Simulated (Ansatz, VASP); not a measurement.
# Two plane-wave programs on Zn3SnO

The input INCAR:

```
ALGO = Normal ; EDIFF = 1E-7
EDIFFG = -0.005 ; ENCUT = 600
GGA = PS ; IBRION = 2
ISIF = 3 ; ISMEAR = 0
LASPH = T ; LCHARG = F
LREAL = F ; LWAVE = F
NELM = 100 ; NSW = 100
PREC = Accurate ; SIGMA = 0.1
```

File KPOINTS:

```
k-points
0
Gamma
  8 8 8
```

File POSCAR:

```
Zn3SnO
1.0
    4.2626676044      0.0000000000      0.0000000000
    0.0000000000      4.2626676044      0.0000000000
    0.0000000000      0.0000000000      4.2626676044
Zn Sn O
3 1 1
Direct
    0.0000000000      0.5000000000      0.5000000000
    0.5000000000      0.0000000000      0.5000000000
    0.5000000000      0.5000000000      0.0000000000
    0.0000000000      0.0000000000      0.0000000000
    0.5000000000      0.5000000000      0.5000000000
```

Input for Ansatz:

```yaml
crystal:
  lattice:
    - [4.2626676044, 0.0, 0.0]
    - [0.0, 4.2626676044, 0.0]
    - [0.0, 0.0, 4.2626676044]
  atoms:
    - { symbol: Zn, position: [0.0, 0.5, 0.5] }
    - { symbol: Zn, position: [0.5, 0.0, 0.5] }
    - { symbol: Zn, position: [0.5, 0.5, 0.0] }
    - { symbol: Sn, position: [0.0, 0.0, 0.0] }
    - { symbol: O, position: [0.5, 0.5, 0.5] }
basis:
  ecutwfc: 420
kpoints:
  mp_grid: { grid: [8, 8, 8] }
hamiltonian:
  xc: pbesol
scf:
  occupations: { method: gaussian, width: 0.1 }
output:
  forces: true
  stress: true
  eigenvalues: true
  write_density: true
  write_potential: true
  elf: true
  volumetric_format: npy
relax:
  adjacent_minimum: "off"
  f_tol: 0.005
  max_steps: 80
  cell: { stress_tol: 0.05 }
```

Alike in both runs: task relaxation of cell and atoms; functional PBEsol; k mesh 8 × 8 × 8; occupations gaussian, width 0.1 eV; no spin polarisation.

|  | VASP | Ansatz |
| --- | --- | --- |
| version | VASP 6.6.1 | Ansatz 0.2.0 |
| potentials or method | VASP PAW PBE potentials, release 64 (Zn, Sn_d, O), cutoff 600 eV | scalar-relativistic, plane waves, PAW |
| valence electrons in the cell | 56 | 56 |

|  | VASP | Ansatz | Ansatz less VASP |
| --- | --- | --- | --- |
| gap on the k mesh at the Fermi level, each at its own relaxed structure (eV) | none | none | - |
| relaxed volume (Å³/atom) | 15.53 | 15.49 | -0.043 |
| relaxed length of the cell vector where the two differ most in proportion (Å) | 4.267 | 4.263 | -0.0039 |

VASP's potentials were made for PBE, not for PBEsol. A gap of «none» marks a metal or a gap that the smearing closes.
